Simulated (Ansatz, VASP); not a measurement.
## MoS2 in VASP and in Ansatz

```
CELL_PARAMETERS angstrom
3.17301 0.00000 0.00000
-1.58650 2.74791 0.00000
0.00000 0.00000 12.43542
ATOMIC_POSITIONS crystal
Mo 0.66667 0.33333 0.25002
Mo 0.33333 0.66667 0.74998
S 0.33333 0.66667 0.37512
S 0.66667 0.33333 0.87509
S 0.33333 0.66667 0.12491
S 0.66667 0.33333 0.62488
```

Alike in both runs: task single point; functional PBE; k mesh 8 × 8 × 1; no spin polarisation.

|  | VASP | Ansatz |
| --- | --- | --- |
| version | VASP 6.6.1 | Ansatz 0.2.0 |
| potentials or method | VASP PAW PBE potentials, release 64 (Mo_sv, S) | plane waves |
| plane-wave cutoff (eV) | 520 | 420 |
| occupations | gaussian, width 0.01 eV | fixed |
| valence electrons in the cell | 52 | 52 |

```csv
,VASP,Ansatz,Ansatz less VASP
gap on the k mesh at the Fermi level (eV),1.04,1.03,-0.015
pressure (GPa),2.4,2.5,+0.13
"traceless stress, the component that is largest in VASP (GPa)",1.11,1.15,+0.039
rms of the force components (eV/Å),0.038,0.044,+0.0061
```

Atom by atom the forces differ by 0.006 eV/Å (rms over components).

The k mesh is coarse, so the values compare programs but aren't converged.
